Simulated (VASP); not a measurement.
A run of VASP 6.6.1 is set up as follows.

The input INCAR:

```
ALGO = Normal
EDIFF = 1E-6
ENCUT = 520
GGA = PS
ISIF = 2
ISMEAR = 0
LASPH = T
LCHARG = F
LREAL = F
LWAVE = F
NBANDS = 11
NELM = 80
PREC = Accurate
SIGMA = 0.01
```

The input KPOINTS:

```
k-points
0
Gamma
  8 8 8
```

POSCAR

```
BeS
1.0
    2.3680772703      2.3680772703      0.0000000000
   -2.3680772703      2.3680772703      0.0000000000
    0.0000000000      2.3680772703      2.3680772703
Be S
1 1
Direct
    0.0000000000      0.0000000000      0.0000000000
    0.7500000000      0.2500000000      0.5000000000
```

Potentials or basis: VASP PAW PBE potentials, release 64 (Be, S).

Launch:

```sh
$ cat potpaw_PBE.64/Be/POTCAR potpaw_PBE.64/S/POTCAR > POTCAR
$ mpirun -np 1 vasp_std > vasp.out
```

Question: Estimate the band gap on the k mesh.

Answer: 2.76 eV, indirect (least direct gap 5.57 eV).

Question: Predict the pressure.

Answer: 7.2 GPa.

Caveat: the PAW data sets were made with another functional, which shifts forces and pressure a little. A k mesh can miss the band edges.
